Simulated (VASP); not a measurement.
# C (Fd-3m) in VASP: notebook

C is run at these levels: revPBE, BLYP+D3(BJ); tasks: single point.

Program: VASP 6.6.1. These are calculated values, not measurements. Logs are shortened: lines on timing, memory, paths and dates and some standing lists are left out, and cuts for length are marked.

## (1) The cell of the first run

It takes space group Fd-3m (No. 227, cubic). Conventional cell: a = 3.543 Å, b = 3.543 Å, c = 3.543 Å, α = 90.00°, β = 90.00°, γ = 90.00°. C (site symmetry -43m) has 4 C at 1.53 Å within 2.0 Å.

## (2) Single point, revPBE

INCAR

```
  ALGO = Normal
  EDIFF = 1E-7
  ENCUT = 520
  GGA = RE
  ISIF = 2
  ISMEAR = -1
  LASPH = T
  LCHARG = F
  LREAL = F
  LWAVE = F
  NBANDS = 11
  NELM = 100
  PREC = Accurate
  SIGMA = 0.05
```

KPOINTS

```
k-points
0
Gamma
  13 13 13
```

POSCAR

```
C
1.0
    0.0000000000      1.7714007132      1.7714007132
    1.7714007132      0.0000000000      1.7714007132
    1.7714007132      1.7714007132      0.0000000000
C
2
Direct
    0.7500000000      0.7500000000      0.7500000000
    0.5000000000      0.5000000000      0.5000000000
```

Potentials or basis: VASP PAW PBE potentials, release 64 (C).

Launch:

```
$ cat potpaw_PBE.64/C/POTCAR > POTCAR
$ mpirun -np 1 vasp_std > vasp.out
```

OUTCAR:

```text
EDIFF = 1E-7
   ENCUT = 520
   GGA = RE
   ISIF = 2
   ISMEAR = -1
   LASPH = T
   LREAL = F
   NELM = 100
   PREC = Accurate

 ion  position               nearest neighbor table
   1  0.750  0.750  0.750-   2 1.53   2 1.53   2 1.53   2 1.53
   2  0.500  0.500  0.500-   1 1.53   1 1.53   1 1.53   1 1.53

  LATTYP: Found a face centered cubic cell.
 ALAT       =     3.5428014264

  Lattice vectors:

 A1 = (   0.0000000000,   1.7714007132,   1.7714007132)
 A2 = (   1.7714007132,   0.0000000000,   1.7714007132)
 A3 = (   1.7714007132,   1.7714007132,   0.0000000000)

Analysis of symmetry for initial positions (statically):
=====================================================================
 Subroutine PRICEL returns:
 Original cell was already a primitive cell.

 Routine SETGRP: Setting up the symmetry group for a
 face centered cubic supercell.

 Subroutine GETGRP returns: Found 48 space group operations
 (whereof 24 operations were pure point group operations)
 out of a pool of 48 trial point group operations.

The static configuration has the point symmetry T_d .
 The point group associated with its full space group is O_h .

Analysis of symmetry for dynamics (positions and initial velocities):
=====================================================================
 Subroutine PRICEL returns:
 Original cell was already a primitive cell.

 Routine SETGRP: Setting up the symmetry group for a
 face centered cubic supercell.

 Subroutine GETGRP returns: Found 48 space group operations
 (whereof 24 operations were pure point group operations)
 out of a pool of 48 trial point group operations.

The dynamic configuration has the point symmetry T_d .
 The point group associated with its full space group is O_h .

 Subroutine INISYM returns: Found 48 space group operations
 (whereof 24 operations are pure point group operations),
 and found     1 'primitive' translations

----------------------------------------------------------------------------------------

                                     Primitive cell

  volume of cell :      11.1168

  direct lattice vectors                    reciprocal lattice vectors
     0.000000000  1.771400713  1.771400713    -0.282262503  0.282262503  0.282262503
     1.771400713  0.000000000  1.771400713     0.282262503 -0.282262503  0.282262503
     1.771400713  1.771400713  0.000000000     0.282262503  0.282262503 -0.282262503

  length of vectors
     2.505138913  2.505138913  2.505138913     0.488892997  0.488892997  0.488892997

[... 83 lines left out ...]
   NSW    =      0    number of steps for IOM
   IBRION =     -1    ionic relax: 0-MD 1-quasi-New 2-CG
   NFREE  =      0    steps in history (QN), initial steepest desc. (CG)
   ISIF   =      2    stress and relaxation
   ISYM   =      2    0-nonsym 1-usesym 2-fastsym
   POTIM  = 0.5000    time-step for ionic-motion
   TEBEG  =    0.0;   TEEND  =   0.0 temperature during run
   PSTRESS=    0.0 pullay stress
   NELECT =       8.0000    total number of electrons
   NUPDOWN=      -1.0000    fix difference up-down
   EMIN   =  10.00;   EMAX   =-10.00  energy-range for DOS
   EFERMI =   0.00;   METHOD = LEGACY
   ISMEAR =    -1;   SIGMA  =   0.05  broadening in eV -4-tet -1-fermi 0-gaus
   EFERMI_NEDOS =   21; number of points for ismear=-14 and -15
   IALGO  =     38    algorithm
   IMIX   =      4    mixing-type and parameters
     AMIX     =   0.40;   BMIX     =  1.00
     AMIX_MAG =   1.60;   BMIX_MAG =  1.00
  volume/ion in A,a.u.               =       5.56        37.51
  Fermi-wavevector in a.u.,A,eV,Ry     =   1.467049  2.772321 29.282913  2.152233
  Thomas-Fermi vector in A             =   2.582714
   LORBIT       =      0    0 simple, 1 ext, 2 COOP (PROOUT), +10 PAW based schemes
   GGA     = RE    functional components
   LHFCALC =     F    Hartree Fock is set to
   AEXX    =    0.0000 exact exchange contribution
   IVDW    =     0    specifies the selected vdW correction
   LEPSILON=     F    determine dielectric tensor
   LRPA    =     F    only Hartree local field effects (RPA)
 non-spin polarized calculation
  energy-cutoff  :      520.00
  volume of cell :       11.12
 maximum number of plane-waves:       310
   NGX =  9   NGY =  9   NGZ =  9

 number of electron       7.9999999 magnetization

 Free energy of the ion-electron system (eV)
  ---------------------------------------------------
  ext. energy  EPLUGINS =         0.00000000
  ---------------------------------------------------
  free energy    TOTEN  =       -17.35913910 eV

  energy without entropy =      -17.35913910  energy(sigma->0) =      -17.35913910

 E-fermi :  11.1724     XC(G=0): -13.2949

 val. band max:       10.1178001319   @ k =   0.0000   0.0000   0.0000
 cond. band min:      14.2932752033   @ k =   0.3846   0.3846   0.0000
 fundamental gap:      4.1754750714
 Fermi energy:        11.1724185618

 k-point     1 :       0.0000    0.0000    0.0000
  band No.  band energies     occupation
      1     -11.6960      2.00000
      2      10.1178      2.00000
      3      10.1178      2.00000
      4      10.1178      2.00000
      5      15.7649      0.00000
      6      15.7649      0.00000
      7      15.7649      0.00000
      8      23.8707      0.00000
      9      29.7464      0.00000
     10      36.7945      0.00000
     11      36.7945      0.00000
[... 309 lines left out ...]
 k-point    24 :       0.4615    0.1538    0.0000
  band No.  band energies     occupation
      1      -6.6025      2.00000
      2      -1.3204      2.00000
      3       5.6019      2.00000
      4       6.1282      2.00000
      5      17.2787      0.00000
      6      20.8592      0.00000
      7      21.2549      0.00000
      8      24.2712      0.00000
      9      31.0611      0.00000
     10      33.8515      0.00000
     11      37.5039      0.00000

 [... further k-points ...]
[... 5 lines left out ...]
  --------------------------------------------------------------------------------------
  -------------------------------------------------------------------------------------
  Total        1.1389874      1.1389874      1.1389874      0.0000000      0.0000000      0.0000000
  in kB      164.1530928    164.1530928    164.1530928      0.0000000      0.0000000      0.0000000
  external PRESSURE =     164.1530928 kB  Pullay stress =       0.0000000 kB

 VOLUME and BASIS-vectors are now :
 -----------------------------------------------------------------------------
  energy-cutoff  :      520.00
  volume of cell :       11.12
      direct lattice vectors                 reciprocal lattice vectors
     0.000000000  1.771400713  1.771400713    -0.282262503  0.282262503  0.282262503
     1.771400713  0.000000000  1.771400713     0.282262503 -0.282262503  0.282262503
     1.771400713  1.771400713  0.000000000     0.282262503  0.282262503 -0.282262503

 POSITION                                       TOTAL-FORCE (eV/Angst)
 -----------------------------------------------------------------------------------
      2.65710      2.65710      2.65710         0.000000      0.000000      0.000000
      1.77140      1.77140      1.77140        -0.000000     -0.000000     -0.000000
 -----------------------------------------------------------------------------------
    total drift:                                0.000000     -0.000000      0.000000

  FREE ENERGIE OF THE ION-ELECTRON SYSTEM (eV)
  ---------------------------------------------------
  free  energy   TOTEN  =       -17.3591390990 eV

  energy  without entropy=      -17.3591390989  energy(sigma->0) =      -17.35913910
```

stdout:

```text
POSCAR found type information on POSCAR C
 POSCAR found :  1 types and       2 ions
 scaLAPACK will be used
 -----------------------------------------------------------------------------
|                                                                             |
|                                                                             |
|     You enforced a specific xc type in the INCAR file but a different       |
|     I HOPE YOU KNOW WHAT YOU ARE DOING!                                     |
|                                                                             |
 -----------------------------------------------------------------------------

 LDA part: xc-table for (Slater+PW92), standard interpolation
 POSCAR, INCAR and KPOINTS ok, starting setup
 FFT: planning ... GRIDC
 FFT: planning ... GRID_SOFT
 FFT: planning ... GRID
 WAVECAR not read
 entering main loop
```

It took 4.4 s on 1 thread of Intel Xeon 6975P-C (Granite Rapids), shared host; peak memory 0.12 GiB.

Results:

| Item | Value |
| --- | --- |
| Free energy | -17.3591 eV |
| Pressure | 16.4 GPa |
| Band gap on the k mesh | 4.18 eV, indirect (least direct gap 5.65 eV) |

Caveat: the PAW data sets were made with another functional, which shifts forces and pressure a little.

## (3) Single point, revPBE

This run uses another cell than the first one, of 5.79 Å³/atom, 1.041 times its volume.

INCAR

```
PREC = Accurate ; ENCUT = 520
EDIFF = 1E-6 ; ISMEAR = -1
SIGMA = 0.05 ; LREAL = F
LASPH = T ; NELM = 60
ALGO = Normal ; ISIF = 2
LWAVE = F ; LCHARG = F
GGA = RE ; NBANDS = 11
```

KPOINTS

```
Automatic mesh
0
Gamma
  13 13 13
```

POSCAR

```
C
1.0
    0.0000000000      1.7951807415      1.7951807415
    1.7951807415      0.0000000000      1.7951807415
    1.7951807415      1.7951807415      0.0000000000
C
2
Direct
    0.7500000000      0.7500000000      0.7500000000
    0.5000000000      0.5000000000      0.5000000000
```

Potentials or basis: VASP PAW PBE potentials, release 64 (C).

Launch:

```
$ cat potpaw_PBE.64/C/POTCAR > POTCAR
$ mpirun -np 1 vasp_std > vasp.out
```

It took 4 s on 1 thread of Intel Xeon 6975P-C (Granite Rapids), shared host; peak memory 0.12 GiB.

Results (log left out):

| Item | Value |
| --- | --- |
| Free energy | -17.3801 eV |
| Pressure | -1.6 GPa |
| Band gap on the k mesh | 4.09 eV, indirect (least direct gap 5.54 eV) |

Levels at points of the mesh, in eV from the valence-band top:
| k point | band 2 | band 3 | band 4 | band 5 | band 6 | band 7 |
| --- | --- | --- | --- | --- | --- | --- |
| (0.00, 0.00, 0.00) | 0.00 | 0.00 | 0.00 | 5.54 | 5.54 | 5.54 |

Caveat: the PAW data sets were made with another functional, which shifts forces and pressure a little.

## (4) Single point, revPBE

This run uses another cell than the first one, of 5.90 Å³/atom, 1.061 times its volume.

INCAR

```
PREC = Accurate ; ENCUT = 520
EDIFF = 1E-7 ; ISMEAR = -1
SIGMA = 0.05 ; LREAL = F
LASPH = T ; NELM = 100
ALGO = Normal ; ISIF = 2
LWAVE = F ; LCHARG = F
GGA = RE ; NBANDS = 11
```

KPOINTS

```
regular mesh
0
Gamma
  13 13 13
```

POSCAR

```
C
1.0
    0.0000000000      1.8068380860      1.8068380860
    1.8068380860      0.0000000000      1.8068380860
    1.8068380860      1.8068380860      0.0000000000
C
2
Direct
    0.7500000000      0.7500000000      0.7500000000
    0.5000000000      0.5000000000      0.5000000000
```

Launch:

```
$ cat potpaw_PBE.64/C/POTCAR > POTCAR
$ mpirun -np 1 vasp_std > vasp.out
```

It took 4.4 s on 1 thread of Intel Xeon 6975P-C (Granite Rapids), shared host; peak memory 0.12 GiB.

Results (log left out):

```
Free energy            : -17.3726 eV
Pressure               : -9.4 GPa
Band gap on the k mesh : 4.05 eV, indirect (least direct gap 5.49 eV)
```

Levels at points of the mesh, in eV from the valence-band top:
| k point | band 2 | band 3 | band 4 | band 5 | band 6 | band 7 |
| --- | --- | --- | --- | --- | --- | --- |
| (0.00, 0.00, 0.00) | 0.00 | 0.00 | 0.00 | 5.49 | 5.49 | 5.49 |

Caveat: the PAW data sets were made with another functional, which shifts forces and pressure a little. A k mesh can miss the band edges.

## (5) Single point, BLYP+D3(BJ)

INCAR

```
PREC = Accurate
ENCUT = 520
EDIFF = 1E-6
ISMEAR = -1
SIGMA = 0.05
LREAL = False
LASPH = True
NELM = 100
ALGO = Normal
ISIF = 2
LWAVE = False
LCHARG = False
GGA = B5
ALDAX = 1.0
AGGAX = 1.0
AGGAC = 1.0
ALDAC = 0.0
IVDW = 12
VDW_S6 = 1.0
VDW_S8 = 2.6996
VDW_A1 = 0.4298
VDW_A2 = 4.2359
NBANDS = 11
```

KPOINTS is that of step 4.

POSCAR

```
C
1.0
    0.0000000000      1.7714007132      1.7714007132
    1.7714007132      0.0000000000      1.7714007132
    1.7714007132      1.7714007132      0.0000000000
C
2
Direct
    0.7500000000      0.7500000000      0.7500000000
    0.5000000000      0.5000000000      0.5000000000
```

Potentials or basis: VASP PAW PBE potentials, release 64 (C).

Launch:

```
$ cat potpaw_PBE.64/C/POTCAR > POTCAR
$ mpirun -np 1 vasp_std > vasp.out
```

OUTCAR:

```text
PREC = Accurate
   ENCUT = 520
   EDIFF = 1E-6
   ISMEAR = -1
   LREAL = False
   LASPH = True
   NELM = 100
   ISIF = 2
   GGA = B5
   IVDW = 12
 IVDW          = 12

 ion  position               nearest neighbor table
   1  0.750  0.750  0.750-   2 1.53   2 1.53   2 1.53   2 1.53
   2  0.500  0.500  0.500-   1 1.53   1 1.53   1 1.53   1 1.53

  LATTYP: Found a face centered cubic cell.
 ALAT       =     3.5428014264

  Lattice vectors:

 A1 = (   0.0000000000,   1.7714007132,   1.7714007132)
 A2 = (   1.7714007132,   0.0000000000,   1.7714007132)
[... 523 lines left out ...]

 Edisp (eV)   -0.75269

 E8    (eV) :    -0.4486

  FORCE on cell =-STRESS in cart. coord.  units (eV):
  Direction    XX          YY          ZZ          XY          YZ          ZX
  --------------------------------------------------------------------------------------
  -------------------------------------------------------------------------------------
  Total       0.72943     0.72943     0.72943     0.00000     0.00000    -0.00000
  in kB     105.12662   105.12662   105.12662     0.00000     0.00000    -0.00000
  external pressure =      105.13 kB  Pullay stress =        0.00 kB

 VOLUME and BASIS-vectors are now :
 -----------------------------------------------------------------------------
  energy-cutoff  :      520.00
  volume of cell :       11.12
      direct lattice vectors                 reciprocal lattice vectors
     0.000000000  1.771400713  1.771400713    -0.282262503  0.282262503  0.282262503
     1.771400713  0.000000000  1.771400713     0.282262503 -0.282262503  0.282262503
     1.771400713  1.771400713  0.000000000     0.282262503  0.282262503 -0.282262503

 POSITION                                       TOTAL-FORCE (eV/Angst)
 -----------------------------------------------------------------------------------
      2.65710      2.65710      2.65710         0.000000      0.000000      0.000000
      1.77140      1.77140      1.77140        -0.000000     -0.000000     -0.000000
 -----------------------------------------------------------------------------------
    total drift:                                0.000000     -0.000000      0.000000

  FREE ENERGIE OF THE ION-ELECTRON SYSTEM (eV)
  ---------------------------------------------------
  free  energy   TOTEN  =       -17.4473170122 eV

  energy  without entropy=      -17.4473170122  energy(sigma->0) =      -17.44731701
```

stdout:

```text
POSCAR found type information on POSCAR C
 POSCAR found :  1 types and       2 ions
 scaLAPACK will be used
 -----------------------------------------------------------------------------
|                                                                             |
|                                                                             |
|     You enforced a specific xc type in the INCAR file but a different       |
|     I HOPE YOU KNOW WHAT YOU ARE DOING!                                     |
|                                                                             |
 -----------------------------------------------------------------------------

 LDA part: xc-table for (Slater(with rela. corr.)+VWN5), standard interpolation
 POSCAR, INCAR and KPOINTS ok, starting setup
 FFT: planning ... GRIDC
 FFT: planning ... GRID_SOFT
 FFT: planning ... GRID
 WAVECAR not read
 entering main loop
```

Run time: 5.9 s. Hardware: 1 thread of Intel Xeon 6975P-C (Granite Rapids), shared host; peak memory 0.13 GiB.

What came out:

| Quantity | Value |
| --- | --- |
| Free energy | -17.4473 eV |
| Pressure | 10.5 GPa |
| Band gap on the k mesh | 4.52 eV, indirect (least direct gap 5.80 eV) |
| Dispersion energy per atom | -0.376 eV |

Levels at points of the mesh, in eV from the valence-band top:
```tsv
k point	band 2	band 3	band 4	band 5	band 6	band 7
(0.00, 0.00, 0.00)	0.00	0.00	0.00	5.80	5.80	5.80
```

Caveat: the PAW data sets were made with another functional, which shifts forces and pressure a little. BLYP gaps usually lie below the measured ones, often by a third to a half.

(Continued in part 2 of 2.)
